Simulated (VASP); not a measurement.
# Li (P6_3/mmc) in VASP: notebook

Li is run at these levels: PBE; tasks: single point.

Everything below comes from runs of VASP 6.6.1. Logs are shortened: lines on timing, memory, paths and dates and some standing lists are left out, and cuts for length are marked.

**1. The cell of the first run**

It takes space group P6_3/mmc (No. 194, hexagonal). Conventional cell: a = 3.026 Å, b = 3.026 Å, c = 4.957 Å, α = 90.00°, β = 90.00°, γ = 120.00°. Within 4.0 Å of Li (site symmetry -6m2) lie 12 Li at 3.03 Å.

**2. Single point, PBE**

INCAR reads:

```
  PREC = Accurate
  ENCUT = 520
  EDIFF = 1E-7
  ISMEAR = -1
  SIGMA = 0.1
  LREAL = False
  LASPH = True
  NELM = 60
  ALGO = Normal
  ISIF = 2
  LWAVE = False
  LCHARG = False
  GGA = PE
  NBANDS = 10
```

KPOINTS reads:

```
regular mesh
0
Gamma
  15 15 8
```

POSCAR reads:

```
Li
1.0
    3.0261974357      0.0000000000      0.0000000000
   -1.5130987178      2.6207638562      0.0000000000
    0.0000000000      0.0000000000      4.9565198245
Li
2
Direct
    0.3333333333      0.6666666667      0.2500000000
    0.6666666667      0.3333333333      0.7500000000
```

Potentials or basis: VASP PAW PBE potentials, release 64 (Li_sv).

Command:

```
> cat potpaw_PBE.64/Li_sv/POTCAR > POTCAR
> mpirun -np 1 vasp_std > vasp.out
```

OUTCAR:

```text
PREC = Accurate
   ENCUT = 520
   EDIFF = 1E-7
   ISMEAR = -1
   LREAL = False
   LASPH = True
   NELM = 60
   ISIF = 2
   GGA = PE

 ion  position               nearest neighbor table
   1  0.333  0.667  0.250-
   2  0.667  0.333  0.750-

  LATTYP: Found a hexagonal cell.
 ALAT       =     3.0261974357
 C/A-ratio  =     1.6378706049

  Lattice vectors:

 A1 = (   3.0261974357,   0.0000000000,   0.0000000000)
 A2 = (  -1.5130987178,   2.6207638562,   0.0000000000)
 A3 = (   0.0000000000,   0.0000000000,   4.9565198245)

Analysis of symmetry for initial positions (statically):
=====================================================================
 Subroutine PRICEL returns:
 Original cell was already a primitive cell.

 Routine SETGRP: Setting up the symmetry group for a
 hexagonal supercell.

 Subroutine GETGRP returns: Found 24 space group operations
 (whereof 12 operations were pure point group operations)
 out of a pool of 24 trial point group operations.

The static configuration has the point symmetry D_3d.
 The point group associated with its full space group is D_6h.

Analysis of symmetry for dynamics (positions and initial velocities):
=====================================================================
 Subroutine PRICEL returns:
 Original cell was already a primitive cell.

 Routine SETGRP: Setting up the symmetry group for a
 hexagonal supercell.

 Subroutine GETGRP returns: Found 24 space group operations
 (whereof 12 operations were pure point group operations)
 out of a pool of 24 trial point group operations.

The dynamic configuration has the point symmetry D_3d.
 The point group associated with its full space group is D_6h.

 Subroutine INISYM returns: Found 24 space group operations
 (whereof 12 operations are pure point group operations),
 and found     1 'primitive' translations

----------------------------------------------------------------------------------------

                                     Primitive cell

  volume of cell :      39.3099

  direct lattice vectors                    reciprocal lattice vectors
     3.026197436  0.000000000  0.000000000     0.330447706  0.190784072  0.000000000
    -1.513098718  2.620763856  0.000000000     0.000000000  0.381568144  0.000000000
     0.000000000  0.000000000  4.956519824     0.000000000  0.000000000  0.201754464

  length of vectors
     3.026197436  3.026197436  4.956519824     0.381568144  0.381568144  0.201754464

  position of ions in fractional coordinates (direct lattice)
     0.333333333  0.666666667  0.250000000
     0.666666667  0.333333333  0.750000000

  ion indices of the primitive-cell ions
   primitive index   ion index
                 1           1
                 2           2

----------------------------------------------------------------------------------------

 KPOINTS: regular mesh

Automatic generation of k-mesh.
 Grid dimensions read from file:
 generate k-points for:   15   15    8

 Generating k-lattice:

  Cartesian coordinates                     Fractional coordinates (reciprocal lattice)
     0.022029847  0.012718938  0.000000000     0.066666667  0.000000000  0.000000000
     0.000000000  0.025437876  0.000000000     0.000000000  0.066666667  0.000000000
     0.000000000  0.000000000  0.025219308     0.000000000  0.000000000  0.125000000

  Length of vectors
     0.025437876  0.025437876  0.025219308

  Shift w.r.t. Gamma in fractional coordinates (k-lattice)
     0.000000000  0.000000000  0.000000000

 Subroutine IBZKPT returns following result:
 ===========================================

 Found    135 irreducible k-points:

 Following reciprocal coordinates:
            Coordinates               Weight
  0.000000  0.000000  0.000000      1.000000
  0.066667  0.000000  0.000000      6.000000
  0.133333  0.000000  0.000000      6.000000
  0.200000  0.000000  0.000000      6.000000
  0.266667  0.000000  0.000000      6.000000
  0.333333  0.000000  0.000000      6.000000
[... 16 lines left out ...]
  0.333333  0.200000  0.000000     12.000000
  0.400000  0.200000  0.000000      6.000000
 [... further k-points ...]
   k-points           NKPTS =    135   k-points in BZ     NKDIM =    135   number of bands    NBANDS=     10
   number of dos      NEDOS =    301   number of ions     NIONS =      2
   total plane-waves  NPLWV =  23040
   dimension x,y,z NGX =    24 NGY =   24 NGZ =   40
   dimension x,y,z NGXF=    48 NGYF=   48 NGZF=   80
   ions per type =               2
   NGX,Y,Z   is equivalent  to a cutoff of  13.18, 13.18, 13.42 a.u.
   NGXF,Y,Z  is equivalent  to a cutoff of  26.37, 26.37, 26.83 a.u.
 SYSTEM =  unknown system
   PREC   = accura    normal or accurate (medium, high low for compatibility)
   ISTART =      0    job   : 0-new  1-cont  2-samecut
   ICHARG =      2    charge: 1-file 2-atom 10-const
   ISPIN  =      1    spin polarized calculation?
   LNONCOLLINEAR =      F non collinear calculations
   LSORBIT =      F    spin-orbit coupling
   LASPH  =      T    aspherical Exc in radial PAW
   ENCUT  =  520.0 eV  38.22 Ry    6.18 a.u.   5.63  5.63  9.22*2*pi/ulx,y,z
   NELM   =     60;   NELMIN=  2; NELMDL= -5     # of ELM steps
   EDIFF  = 0.1E-06   stopping-criterion for ELM
   LREAL  =      F    real-space projection
   EDIFFG = 0.1E-05   stopping-criterion for IOM
   NSW    =      0    number of steps for IOM
   IBRION =     -1    ionic relax: 0-MD 1-quasi-New 2-CG
   NFREE  =      0    steps in history (QN), initial steepest desc. (CG)
   ISIF   =      2    stress and relaxation
   ISYM   =      2    0-nonsym 1-usesym 2-fastsym
   POTIM  = 0.5000    time-step for ionic-motion
   TEBEG  =    0.0;   TEEND  =   0.0 temperature during run
   PSTRESS=    0.0 pullay stress
   NELECT =       6.0000    total number of electrons
   NUPDOWN=      -1.0000    fix difference up-down
   EMIN   =  10.00;   EMAX   =-10.00  energy-range for DOS
   EFERMI =   0.00;   METHOD = LEGACY
   ISMEAR =    -1;   SIGMA  =   0.10  broadening in eV -4-tet -1-fermi 0-gaus
   EFERMI_NEDOS =   21; number of points for ismear=-14 and -15
   IALGO  =     38    algorithm
   IMIX   =      4    mixing-type and parameters
     AMIX     =   0.40;   BMIX     =  1.00
     AMIX_MAG =   1.60;   BMIX_MAG =  1.00
  volume/ion in A,a.u.               =      19.65       132.64
  Fermi-wavevector in a.u.,A,eV,Ry     =   0.874899  1.653319 10.414556  0.765448
  Thomas-Fermi vector in A             =   1.994495
   LORBIT       =      0    0 simple, 1 ext, 2 COOP (PROOUT), +10 PAW based schemes
   GGA     = PE    functional components
   LHFCALC =     F    Hartree Fock is set to
   AEXX    =    0.0000 exact exchange contribution
   IVDW    =     0    specifies the selected vdW correction
   LEPSILON=     F    determine dielectric tensor
   LRPA    =     F    only Hartree local field effects (RPA)
 non-spin polarized calculation
  energy-cutoff  :      520.00
  volume of cell :       39.31
 maximum number of plane-waves:      1099
 NGX is ok and might be reduce to    24
   NGX = 11   NGY = 11   NGZ = 19

 number of electron       6.0000009 magnetization

 Free energy of the ion-electron system (eV)
  ---------------------------------------------------
  ext. energy  EPLUGINS =         0.00000000
  ---------------------------------------------------
  free energy    TOTEN  =        -3.82571520 eV

  energy without entropy =       -3.79366178  energy(sigma->0) =       -3.80968849

 E-fermi :   0.7097     XC(G=0):  -7.1196

 val. band max:        0.6976221254   @ k =   0.4000   0.0667   0.3750
 cond. band min:       0.7218673024   @ k =   0.4000   0.0000   0.5000
 fundamental gap:      0.0242451769
 Fermi energy:         0.7096719855

 k-point     1 :       0.0000    0.0000    0.0000
  band No.  band energies     occupation
      1     -45.7648      2.00000
      2     -45.7447      2.00000
      3      -2.8880      2.00000
      4       0.6661      1.21435
      5       3.7137      0.00000
      6      13.4721      0.00000
      7      13.4721      0.00000
      8      14.8920      0.00000
      9      14.8920      0.00000
     10      15.4513      0.00000

 k-point     2 :       0.0667    0.0000    0.0000
  band No.  band energies     occupation
      1     -45.7640      2.00000
      2     -45.7442      2.00000
      3      -2.8164      2.00000
      4       0.7616      0.74594
      5       3.7400      0.00000
      6      12.6672      0.00000
      7      12.9106      0.00000
      8      14.8760      0.00000
      9      15.2472      0.00000
     10      15.3792      0.00000

 k-point     3 :       0.1333    0.0000    0.0000
  band No.  band energies     occupation
      1     -45.7617      2.00000
      2     -45.7431      2.00000
      3      -2.6014      2.00000
      4       1.0479      0.06571
      5       3.8118      0.00000
      6      11.0396      0.00000
      7      12.0049      0.00000
      8      14.7958      0.00000
      9      14.9830      0.00000
     10      15.3790      0.00000

 k-point     4 :       0.2000    0.0000    0.0000
  band No.  band energies     occupation
      1     -45.7583      2.00000
      2     -45.7415      2.00000
      3      -2.2430      2.00000
      4       1.5242      0.00058
      5       3.9022      0.00000
      6       9.3324      0.00000
      7      11.1609      0.00000
      8      13.7995      0.00000
      9      13.9048      0.00000
     10      14.8864      0.00000
[... 222 lines left out ...]
 k-point    22 :       0.2667    0.2000    0.0000
  band No.  band energies     occupation
      1     -45.7458      2.00000
      2     -45.7378      2.00000
      3      -0.2265      1.99983
      4       3.8349      0.00000
      5       4.1611      0.00000
      6       5.3168      0.00000
      7       7.6034      0.00000
      8       9.7039      0.00000
      9      11.7488      0.00000
     10      11.8621      0.00000

 k-point    23 :       0.3333    0.2000    0.0000
  band No.  band energies     occupation
      1     -45.7431      2.00000
      2     -45.7377      2.00000
      3       0.6043      1.48314
      4       2.9665      0.00000
      5       5.0964      0.00000
      6       5.2459      0.00000
      7       7.2358      0.00000
      8       8.2114      0.00000
      9      11.2625      0.00000
     10      11.4411      0.00000

 k-point    24 :       0.4000    0.2000    0.0000
  band No.  band energies     occupation
      1     -45.7420      2.00000
      2     -45.7379      2.00000
      3       1.2271      0.01126
      4       2.2621      0.00000
      5       5.1071      0.00000
      6       6.1178      0.00000
      7       7.0992      0.00000
      8       7.1873      0.00000
      9      11.0926      0.00000
     10      11.3157      0.00000

 [... further k-points ...]
[... 5 lines left out ...]
  --------------------------------------------------------------------------------------
  -------------------------------------------------------------------------------------
  Total        0.0891660      0.0891660      0.0900492      0.0000000     -0.0000000      0.0000000
  in kB        3.6341918      3.6341918      3.6701897      0.0000000     -0.0000000      0.0000000
  external PRESSURE =       3.6461911 kB  Pullay stress =       0.0000000 kB

 VOLUME and BASIS-vectors are now :
 -----------------------------------------------------------------------------
  energy-cutoff  :      520.00
  volume of cell :       39.31
      direct lattice vectors                 reciprocal lattice vectors
     3.026197436  0.000000000  0.000000000     0.330447706  0.190784072  0.000000000
    -1.513098718  2.620763856  0.000000000     0.000000000  0.381568144  0.000000000
     0.000000000  0.000000000  4.956519824     0.000000000  0.000000000  0.201754464

 POSITION                                       TOTAL-FORCE (eV/Angst)
 -----------------------------------------------------------------------------------
     -0.00000      1.74718      1.23913         0.000000      0.000000      0.000000
      1.51310      0.87359      3.71739        -0.000000     -0.000000      0.000000
 -----------------------------------------------------------------------------------
    total drift:                               -0.000000      0.000000      0.000000

  FREE ENERGIE OF THE ION-ELECTRON SYSTEM (eV)
  ---------------------------------------------------
  free  energy   TOTEN  =        -3.8257151961 eV

  energy  without entropy=       -3.7936617831  energy(sigma->0) =       -3.80968849
```

Wall time 13 s (1 thread of Intel Xeon 6975P-C (Granite Rapids), shared host); peak memory 0.17 GiB.

Results:

```yaml
Free_energy: -3.8257 eV
Band_gap_on_the_k_mesh: zero (band 3 reaches 2.92 eV, above the bottom of band 4 at -1.77 eV)
```

Caveat: the cutoff is under 1.25 times the usual one of these potentials, so pressure, stress and relaxed cells hold a basis-set (Pulay) error.

**3. Single point, PBE**

INCAR reads:

```
SYSTEM = Li
ALGO = Normal
EDIFF = 1E-6
ENCUT = 520
GGA = PE
ISIF = 2
ISMEAR = -1
LASPH = .TRUE.
LCHARG = .FALSE.
LREAL = .FALSE.
LWAVE = .FALSE.
NBANDS = 10
NELM = 80
PREC = Accurate
SIGMA = 0.1
```

KPOINTS reads:

```
k-points
0
G
  15 15 8
  0 0 0
```

POSCAR is that of step 2.

Potentials or basis: VASP PAW PBE potentials, release 64 (Li_sv).

Command:

```
> cat potpaw_PBE.64/Li_sv/POTCAR > POTCAR
> mpirun -np 1 vasp_std > vasp.out
```

Run time: 11 s. Hardware: 1 thread of Intel Xeon 6975P-C (Granite Rapids), shared host; peak memory 0.17 GiB.

Results (log left out):

- Free energy: -3.8257 eV
- Band gap on the k mesh: zero (band 3 reaches 2.92 eV, above the bottom of band 4 at -1.77 eV)

Levels at points of the mesh, in eV from the Fermi level:
```
           k point  band 1  band 2  band 3  band 4  band 5  band 6
(0.00, 0.00, 0.00)  -46.47  -46.45   -3.60   -0.04    3.00   12.76
(0.00, 0.00, 0.50)  -46.46  -46.46   -2.48   -2.48    8.11    8.11
```

Caveat: the cutoff is under 1.25 times the usual one of these potentials, so pressure, stress and relaxed cells hold a basis-set (Pulay) error.
